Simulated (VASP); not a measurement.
# LiF (Griceite) (Fm-3m) in VASP: a series of runs

Aim: see how the results for LiF (Griceite) move with the level of theory and the settings. Levels: PBE-based screened hybrid, BLYP+D4, r2SCAN. Tasks: single point.

Everything below comes from runs of VASP 6.6.1. Logs are shortened: lines on timing, memory, paths and dates and some standing lists are left out, and cuts for length are marked.

## (1) The cell of the first run

Symmetry: Fm-3m, No. 225, cubic system. Conventional cell: a = 4.028 Å, b = 4.028 Å, c = 4.028 Å, α = 90.00°, β = 90.00°, γ = 90.00°. F (site symmetry m-3m) has 6 Li at 2.01 Å within 2.7 Å. Within 2.7 Å of Li (site symmetry m-3m) lie 6 F at 2.01 Å.

## (2) Single point, PBE-based screened hybrid

POSCAR

```
LiF
1.0
    0.0000000000      2.0140000000      2.0140000000
    2.0140000000      0.0000000000      2.0140000000
    2.0140000000      2.0140000000      0.0000000000
F Li
1 1
Direct
    0.5000000000      0.5000000000      0.5000000000
    0.0000000000      0.0000000000      0.0000000000
```

INCAR.step1

```
SYSTEM = LiF
PREC = Accurate ; ENCUT = 520
EDIFF = 1E-5 ; ISMEAR = -1
SIGMA = 0.05 ; LREAL = .FALSE.
LASPH = .TRUE. ; NELM = 100
ALGO = Normal ; ISIF = 2
LWAVE = .TRUE. ; LCHARG = .FALSE.
GGA = PE ; NBANDS = 12
```

INCAR.step2

```
SYSTEM = LiF
PREC = Accurate ; ENCUT = 520
EDIFF = 1E-6 ; ISMEAR = -1
SIGMA = 0.05 ; LREAL = .FALSE.
LASPH = .TRUE. ; NELM = 100
ALGO = Normal ; ISIF = 2
LWAVE = .FALSE. ; LCHARG = .FALSE.
GGA = PE ; LHFCALC = .TRUE.
AEXX = 0.3 ; HFSCREEN = 0.2
PRECFOCK = Normal ; ISTART = 1
NBANDS = 12
```

KPOINTS

```
regular mesh
0
G
  6 6 6
  0 0 0
```

Potentials or basis: VASP PAW PBE potentials, release 64 (F, Li_sv).

Started as:

```bash
$ cat potpaw_PBE.64/F/POTCAR potpaw_PBE.64/Li_sv/POTCAR > POTCAR
$ cp INCAR.step1 INCAR
$ mpirun -np 1 vasp_std > vasp.out
$ cp INCAR.step2 INCAR
$ mpirun -np 1 vasp_std > vasp.out
```

OUTCAR:

```text
SYSTEM = LiF
   PREC = Accurate
   ENCUT = 520
   EDIFF = 1E-6
   ISMEAR = -1
   LREAL = .FALSE.
   LASPH = .TRUE.
   NELM = 100
   ISIF = 2
   GGA = PE
   LHFCALC = .TRUE.
   AEXX = 0.3
   HFSCREEN = 0.2
   PRECFOCK = Normal
   ISTART = 1

 ion  position               nearest neighbor table
   1  0.500  0.500  0.500-   2 2.01   2 2.01   2 2.01   2 2.01   2 2.01   2 2.01
   2  0.000  0.000  0.000-   1 2.01   1 2.01   1 2.01   1 2.01   1 2.01   1 2.01

  LATTYP: Found a face centered cubic cell.
 ALAT       =     4.0280000000

  Lattice vectors:

 A1 = (   0.0000000000,   2.0140000000,   2.0140000000)
 A2 = (   2.0140000000,   0.0000000000,   2.0140000000)
 A3 = (   2.0140000000,   2.0140000000,   0.0000000000)

Analysis of symmetry for initial positions (statically):
=====================================================================
 Subroutine PRICEL returns:
 Original cell was already a primitive cell.

 Routine SETGRP: Setting up the symmetry group for a
 face centered cubic supercell.

 Subroutine GETGRP returns: Found 48 space group operations
 (whereof 48 operations were pure point group operations)
 out of a pool of 48 trial point group operations.

The static configuration has the point symmetry O_h .

Analysis of symmetry for dynamics (positions and initial velocities):
=====================================================================
 Subroutine PRICEL returns:
 Original cell was already a primitive cell.

 Routine SETGRP: Setting up the symmetry group for a
 face centered cubic supercell.

 Subroutine GETGRP returns: Found 48 space group operations
 (whereof 48 operations were pure point group operations)
 out of a pool of 48 trial point group operations.

The dynamic configuration has the point symmetry O_h .

 Subroutine INISYM returns: Found 48 space group operations
 (whereof 48 operations are pure point group operations),
 and found     1 'primitive' translations

----------------------------------------------------------------------------------------

                                     Primitive cell

  volume of cell :      16.3384

  direct lattice vectors                    reciprocal lattice vectors
     0.000000000  2.014000000  2.014000000    -0.248262165  0.248262165  0.248262165
     2.014000000  0.000000000  2.014000000     0.248262165 -0.248262165  0.248262165
     2.014000000  2.014000000  0.000000000     0.248262165  0.248262165 -0.248262165

  length of vectors
     2.848226115  2.848226115  2.848226115     0.430002683  0.430002683  0.430002683

  position of ions in fractional coordinates (direct lattice)
     0.500000000  0.500000000  0.500000000
     0.000000000  0.000000000  0.000000000

  ion indices of the primitive-cell ions
   primitive index   ion index
                 1           1
                 2           2

----------------------------------------------------------------------------------------

 KPOINTS: regular mesh

Automatic generation of k-mesh.
 Grid dimensions read from file:
 generate k-points for:    6    6    6

 Generating k-lattice:

  Cartesian coordinates                     Fractional coordinates (reciprocal lattice)
    -0.041377027  0.041377027  0.041377027     0.166666667  0.000000000  0.000000000
     0.041377027 -0.041377027  0.041377027     0.000000000  0.166666667  0.000000000
     0.041377027  0.041377027 -0.041377027     0.000000000  0.000000000  0.166666667

  Length of vectors
     0.071667114  0.071667114  0.071667114

  Shift w.r.t. Gamma in fractional coordinates (k-lattice)
     0.000000000  0.000000000  0.000000000

 Subroutine IBZKPT returns following result:
 ===========================================

 Found     16 irreducible k-points:

 Following reciprocal coordinates:
            Coordinates               Weight
  0.000000  0.000000  0.000000      1.000000
  0.166667  0.000000  0.000000      8.000000
  0.333333  0.000000  0.000000      8.000000
  0.500000  0.000000  0.000000      4.000000
  0.166667  0.166667  0.000000      6.000000
  0.333333  0.166667  0.000000     24.000000
[... 8 lines left out ...]
 -0.333333  0.333333  0.166667     24.000000
 -0.333333  0.500000  0.166667     12.000000
   k-points           NKPTS =     16   k-points in BZ     NKDIM =    216   number of bands    NBANDS=     12
   number of dos      NEDOS =    301   number of ions     NIONS =      2
   total plane-waves  NPLWV =  13824
   dimension x,y,z NGX =    24 NGY =   24 NGZ =   24
   dimension x,y,z NGXF=    48 NGYF=   48 NGZF=   48
   ions per type =               1   1
   NGX,Y,Z   is equivalent  to a cutoff of  14.01, 14.01, 14.01 a.u.
   NGXF,Y,Z  is equivalent  to a cutoff of  28.02, 28.02, 28.02 a.u.
 SYSTEM =  LiF
   PREC   = accura    normal or accurate (medium, high low for compatibility)
   ISTART =      1    job   : 0-new  1-cont  2-samecut
   ICHARG =      0    charge: 1-file 2-atom 10-const
   ISPIN  =      1    spin polarized calculation?
   LNONCOLLINEAR =      F non collinear calculations
   LSORBIT =      F    spin-orbit coupling
   LASPH  =      T    aspherical Exc in radial PAW
   ENCUT  =  520.0 eV  38.22 Ry    6.18 a.u.   5.30  5.30  5.30*2*pi/ulx,y,z
   NELM   =    100;   NELMIN=  2; NELMDL=  0     # of ELM steps
   EDIFF  = 0.1E-05   stopping-criterion for ELM
   LREAL  =      F    real-space projection
   EDIFFG = 0.1E-04   stopping-criterion for IOM
   NSW    =      0    number of steps for IOM
   IBRION =     -1    ionic relax: 0-MD 1-quasi-New 2-CG
   NFREE  =      0    steps in history (QN), initial steepest desc. (CG)
   ISIF   =      2    stress and relaxation
   ISYM   =      3    0-nonsym 1-usesym 2-fastsym
   POTIM  = 0.5000    time-step for ionic-motion
   TEBEG  =    0.0;   TEEND  =   0.0 temperature during run
   PSTRESS=    0.0 pullay stress
   NELECT =      10.0000    total number of electrons
   NUPDOWN=      -1.0000    fix difference up-down
   EMIN   =  10.00;   EMAX   =-10.00  energy-range for DOS
   EFERMI =   0.00;   METHOD = LEGACY
   ISMEAR =    -1;   SIGMA  =   0.05  broadening in eV -4-tet -1-fermi 0-gaus
   EFERMI_NEDOS =   21; number of points for ismear=-14 and -15
   IALGO  =     38    algorithm
   IMIX   =      1    mixing-type and parameters
     AMIX     =   0.40;   BMIX     =  1.00
     AMIX_MAG =   1.60;   BMIX_MAG =  1.00
  volume/ion in A,a.u.               =       8.17        55.13
  Fermi-wavevector in a.u.,A,eV,Ry     =   1.389970  2.626662 26.286674  1.932016
  Thomas-Fermi vector in A             =   2.513950
   LORBIT       =      0    0 simple, 1 ext, 2 COOP (PROOUT), +10 PAW based schemes
   GGA     = PE    functional components
   LHFCALC =     T    Hartree Fock is set to
   PRECFOCK=normal    Normal, Fast or Accurate (Low or Medium for compatibility)
   ENCUT4O =  -1.0   cutoff for four orbital integrals eV
   NKREDX  =     1    reduce k-point grid by
   NKREDY  =     1    reduce k-point grid by
   NKREDZ  =     1    reduce k-point grid by
   AEXX    =    0.3000 exact exchange contribution
   HFSCREEN=    0.2000 screening length (either q_TF or 0.3 A-1)
   HFSCREENC=   0.2000 screening length for correlation (either q_TF or 0.3 A-1)
   ENCUTFOCK=  -1.0 apply spherical cutoff to Coloumb kernel
   IVDW    =     0    specifies the selected vdW correction
   LEPSILON=     F    determine dielectric tensor
   LRPA    =     F    only Hartree local field effects (RPA)
 non-spin polarized calculation
  energy-cutoff  :      520.00
  volume of cell :       16.34
 maximum number of plane-waves:       459
 NGX is ok and might be reduce to    24
  NGX = 16; NGY = 16; NGZ = 16

 number of electron       9.9999992 magnetization

 Free energy of the ion-electron system (eV)
  ---------------------------------------------------
  ext. energy  EPLUGINS =         0.00000000
  ---------------------------------------------------
  free energy    TOTEN  =       -11.76520584 eV

  energy without entropy =      -11.76520584  energy(sigma->0) =      -11.76520584

 E-fermi :  -2.0153     XC(G=0):  -7.7881

 val. band max:       -3.0982497865   @ k =   0.0000   0.0000   0.0000
 cond. band min:       8.7850686873   @ k =   0.0000   0.0000   0.0000
 fundamental gap:     11.8833184739
 Fermi energy:        -2.0152994359

 k-point     1 :       0.0000    0.0000    0.0000
  band No.  band energies     occupation
      1     -46.4800      2.00000
      2     -24.9935      2.00000
      3      -3.0983      2.00000
      4      -3.0982      2.00000
      5      -3.0982      2.00000
      6       8.7851      0.00000
      7      24.0672      0.00000
      8      24.0672      0.00000
      9      24.0672      0.00000
     10      24.2690      0.00000
     11      24.2690      0.00000
     12      24.2690      0.00000

 k-point     2 :       0.1667    0.0000    0.0000
  band No.  band energies     occupation
      1     -46.4650      2.00000
      2     -24.8839      2.00000
      3      -3.8567      2.00000
      4      -3.1637      2.00000
      5      -3.1637      2.00000
      6       9.5321      0.00000
      7      19.4724      0.00000
      8      21.7150      0.00000
      9      21.7150      0.00000
     10      26.0138      0.00000
     11      26.2351      0.00000
     12      26.2351      0.00000

 k-point     3 :       0.3333    0.0000    0.0000
  band No.  band energies     occupation
      1     -46.4349      2.00000
      2     -24.6536      2.00000
      3      -5.1830      2.00000
      4      -3.2894      2.00000
      5      -3.2894      2.00000
      6      10.4404      0.00000
      7      17.0928      0.00000
      8      19.6055      0.00000
      9      19.6055      0.00000
     10      28.3243      0.00000
     11      29.1488      0.00000
     12      29.1488      0.00000
[... 166 lines left out ...]
 k-point    15 :      -0.3333    0.3333    0.1667
  band No.  band energies     occupation
      1     -46.4069      2.00000
      2     -24.3494      2.00000
      3      -5.4345      2.00000
      4      -4.8404      2.00000
      5      -3.7744      2.00000
      6      13.4014      0.00000
      7      15.3384      0.00000
      8      18.5725      0.00000
      9      19.3144      0.00000
     10      27.2644      0.00000
     11      28.0986      0.00000
     12      35.8284      0.00000

 k-point    16 :      -0.3333    0.5000    0.1667
  band No.  band energies     occupation
      1     -46.4028      2.00000
      2     -24.2798      2.00000
      3      -5.7733      2.00000
      4      -4.7383      2.00000
      5      -4.0110      2.00000
      6      14.8756      0.00000
      7      15.3023      0.00000
      8      17.4246      0.00000
      9      19.6080      0.00000
     10      24.0037      0.00000
     11      31.6687      0.00000
     12      34.3576      0.00000

------------------------ aborting loop because EDIFF is reached ----------------------------------------

  FORCE on cell =-STRESS in cart. coord.  units (eV):
  Direction    XX          YY          ZZ          XY          YZ          ZX
  --------------------------------------------------------------------------------------
  -------------------------------------------------------------------------------------
  Total       -0.1623498     -0.1623498     -0.1623498      0.0000000      0.0000000     -0.0000000
  in kB      -15.9203992    -15.9203992    -15.9203992      0.0000000      0.0000000     -0.0000000
  external PRESSURE =     -15.9203992 kB  Pullay stress =       0.0000000 kB

 VOLUME and BASIS-vectors are now :
 -----------------------------------------------------------------------------
  energy-cutoff  :      520.00
  volume of cell :       16.34
      direct lattice vectors                 reciprocal lattice vectors
     0.000000000  2.014000000  2.014000000    -0.248262165  0.248262165  0.248262165
     2.014000000  0.000000000  2.014000000     0.248262165 -0.248262165  0.248262165
     2.014000000  2.014000000  0.000000000     0.248262165  0.248262165 -0.248262165

 POSITION                                       TOTAL-FORCE (eV/Angst)
 -----------------------------------------------------------------------------------
      2.01400      2.01400      2.01400        -0.000000      0.000000     -0.000000
      0.00000      0.00000      0.00000         0.000000     -0.000000      0.000000
 -----------------------------------------------------------------------------------
    total drift:                               -0.000000     -0.000000     -0.000000

  FREE ENERGIE OF THE ION-ELECTRON SYSTEM (eV)
  ---------------------------------------------------
  free  energy   TOTEN  =       -11.7652058367 eV

  energy  without entropy=      -11.7652058366  energy(sigma->0) =      -11.76520584
```

It took 2.4 min on 1 thread of Intel Xeon Platinum 8488C (Sapphire Rapids), shared host; peak memory 0.23 GiB.

Results:

| Item | Value |
| --- | --- |
| Free energy | -11.7652 eV |
| Band gap on the k mesh | 11.88 eV, direct |

Caveat: the k points lie up to 0.45 Å⁻¹ apart; the cutoff is under 1.25 times the usual one of these potentials, so pressure, stress and relaxed cells hold a basis-set (Pulay) error; the PAW data sets were made with another functional, which shifts forces and pressure a little.

## (3) Single point, PBE-based screened hybrid

POSCAR is that of step 2.

INCAR.step1

```
PREC = Accurate
ENCUT = 520
EDIFF = 1E-5
ISMEAR = -1
SIGMA = 0.05
LREAL = False
LASPH = True
NELM = 80
ALGO = Normal
ISIF = 2
LWAVE = True
LCHARG = False
NBANDS = 12
GGA = PE
```

INCAR.step2

```
PREC = Accurate
ENCUT = 520
EDIFF = 1E-6
ISMEAR = -1
SIGMA = 0.05
LREAL = False
LASPH = True
NELM = 80
ALGO = Normal
ISIF = 2
LWAVE = False
LCHARG = False
GGA = PE
LHFCALC = True
AEXX = 0.5
HFSCREEN = 0.2
PRECFOCK = Normal
NBANDS = 12
ISTART = 1
```

KPOINTS

```
regular mesh
0
Gamma
  6 6 6
```

Potentials or basis: VASP PAW PBE potentials, release 64 (F, Li_sv).

Started as:

```bash
$ cat potpaw_PBE.64/F/POTCAR potpaw_PBE.64/Li_sv/POTCAR > POTCAR
$ cp INCAR.step1 INCAR
$ mpirun -np 1 vasp_std > vasp.out
$ cp INCAR.step2 INCAR
$ mpirun -np 1 vasp_std > vasp.out
```

It took 2.2 min on 1 thread of Intel Xeon Platinum 8488C (Sapphire Rapids), shared host; peak memory 0.23 GiB.

Results (log left out):

* Free energy: -13.2286 eV
* Band gap on the k mesh: 13.78 eV, direct

Levels at points of the mesh, in eV from the valence-band top:
```tsv
k point	band 2	band 3	band 4	band 5	band 6	band 7	band 8	band 9
(0.00, 0.00, 0.00)	-23.16	0.00	0.00	0.00	13.78	29.31	29.31	29.31
(0.50, 0.00, 0.00)	-22.68	-2.78	-0.27	-0.27	15.54	22.11	23.97	23.97
(0.50, 0.50, 0.00)	-22.41	-3.22	-1.10	-1.10	20.05	21.14	22.58	25.71
```

Caveat: the k points lie up to 0.45 Å⁻¹ apart; the cutoff is under 1.25 times the usual one of these potentials, so pressure, stress and relaxed cells hold a basis-set (Pulay) error; the PAW data sets were made with another functional, which shifts forces and pressure a little.

## (4) Single point, BLYP+D4, collinear spin, ferromagnetic start

INCAR

```
SYSTEM = LiF
AGGAC = 1.0
AGGAX = 1.0
ALDAC = 0.0
ALDAX = 1.0
ALGO = Normal
EDIFF = 1E-6
ENCUT = 520
GGA = B5
ISIF = 2
ISMEAR = 0
ISPIN = 2
IVDW = 13
LASPH = .True.
LCHARG = .True.
LELF = .True.
LORBIT = 11
LREAL = .False.
LVHAR = .True.
LWAVE = .False.
MAGMOM = 0.5 0
NBANDS = 16
NELM = 150
PREC = Accurate
SIGMA = 0.02
VDW_A1 = 0.44488865
VDW_A2 = 4.0933009
VDW_S6 = 1.0
VDW_S8 = 2.34076671
```

KPOINTS

```
k-points
0
Gamma
  11 11 11
  0 0 0
```

POSCAR is that of step 3.

Started as:

```bash
$ cat potpaw_PBE.64/F/POTCAR potpaw_PBE.64/Li_sv/POTCAR > POTCAR
$ mpirun -np 1 vasp_std > vasp.out
```

Run time: 19 s. Hardware: 1 thread of Intel Xeon Platinum 8375C at 2.90GHz (Ice Lake), shared host; peak memory 0.15 GiB.

It converged, with:

```
Free energy                                           : -9.7729 eV
Band gap on the k mesh                                : 9.28 eV, direct
Net moment                                            : 0.00 μB per cell
Valence electrons inside the program's atomic spheres : F 6.13; Li 2.07
Dispersion energy per atom                            : -0.117 eV
```

Levels at points of the mesh, in eV from the valence-band top:
Spin up:
| k point | band 3 | band 4 | band 5 | band 6 | band 7 | band 8 |
| --- | --- | --- | --- | --- | --- | --- |
| (0.00, 0.00, 0.00) | 0.00 | 0.00 | 0.00 | 9.28 | 23.89 | 23.89 |
Spin down:
| k point | band 2 | band 3 | band 4 | band 5 | band 6 | band 7 | band 8 | band 9 |
| --- | --- | --- | --- | --- | --- | --- | --- | --- |
| (0.00, 0.00, 0.00) | -19.84 | 0.00 | 0.00 | 0.00 | 9.28 | 23.89 | 23.89 | 23.89 |

Caveat: the cutoff is under 1.25 times the usual one of these potentials, so pressure, stress and relaxed cells hold a basis-set (Pulay) error; the PAW data sets were made with another functional, which shifts forces and pressure a little.

(Part 1 of 2 ends here.)
